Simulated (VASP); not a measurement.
Wanted: the native input for a VASP 6.6.1 run.

- Task: single point
- Functional: r2SCAN
- Potentials or basis: VASP PAW PBE potentials, release 64 (Na_pv, Ca_sv, F)
- Cutoff: 520 eV
- k mesh: 6 × 6 × 6
- Occupations: gaussian, width 0.01 eV
- Spin: no spin polarisation
- Dipole correction: no
- Further INCAR settings: ALGO = Normal; EDIFF = 1e-06; NBANDS = 27

NaCaF3:

```
CELL_PARAMETERS angstrom
4.38057 0.00000 0.00000
0.00000 4.38057 0.00000
0.00000 0.00000 4.38057
ATOMIC_POSITIONS crystal
Na 0.00000 0.00000 0.00000
Ca 0.50000 0.50000 0.50000
F 0.50000 0.50000 0.00000
F 0.50000 0.00000 0.50000
F 0.00000 0.50000 0.50000
```

One way to write it, as run:

POSCAR

```
NaCaF3
1.0
    4.3805651110      0.0000000000      0.0000000000
    0.0000000000      4.3805651110      0.0000000000
    0.0000000000      0.0000000000      4.3805651110
Na Ca F
1 1 3
Direct
    0.0000000000      0.0000000000      0.0000000000
    0.5000000000      0.5000000000      0.5000000000
    0.5000000000      0.5000000000      0.0000000000
    0.5000000000      0.0000000000      0.5000000000
    0.0000000000      0.5000000000      0.5000000000
```

INCAR.step1

```
SYSTEM = NaCaF3
PREC = Accurate ; ENCUT = 520
ISMEAR = 0 ; SIGMA = 0.01
LREAL = .False. ; LASPH = .True.
NELM = 80 ; NBANDS = 27
GGA = PE ; ALGO = Normal
EDIFF = 1E-4 ; LWAVE = .True.
LCHARG = .False.
```

INCAR.step2

```
SYSTEM = NaCaF3
PREC = Accurate ; ENCUT = 520
EDIFF = 1E-6 ; ISMEAR = 0
SIGMA = 0.01 ; LREAL = .False.
LASPH = .True. ; NELM = 80
ALGO = Normal ; ISIF = 2
LWAVE = .False. ; LCHARG = .False.
METAGGA = R2SCAN ; LMIXTAU = .True.
NBANDS = 27 ; ISTART = 1
```

KPOINTS

```
Automatic mesh
0
Gamma
  6 6 6
  0 0 0
```

Potentials or basis: VASP PAW PBE potentials, release 64 (Na_pv, Ca_sv, F).

The run is started by

```console
$ cat potpaw_PBE.64/Na_pv/POTCAR potpaw_PBE.64/Ca_sv/POTCAR potpaw_PBE.64/F/POTCAR > POTCAR
$ cp INCAR.step1 INCAR
$ mpirun -np 1 vasp_std > vasp.out
$ cp INCAR.step2 INCAR
$ mpirun -np 1 vasp_std > vasp.out
```

It gave:

```
Pressure               : 0.5 GPa
Band gap on the k mesh : 5.93 eV, indirect (least direct gap 6.06 eV)
```

Caveat: the PAW data sets were made with another functional, which shifts forces and pressure a little.

Wall time 69 s on 1 thread of Intel(R) Xeon(R) 6975P-C (Granite Rapids), on a shared host, peak memory 0.23 GiB.
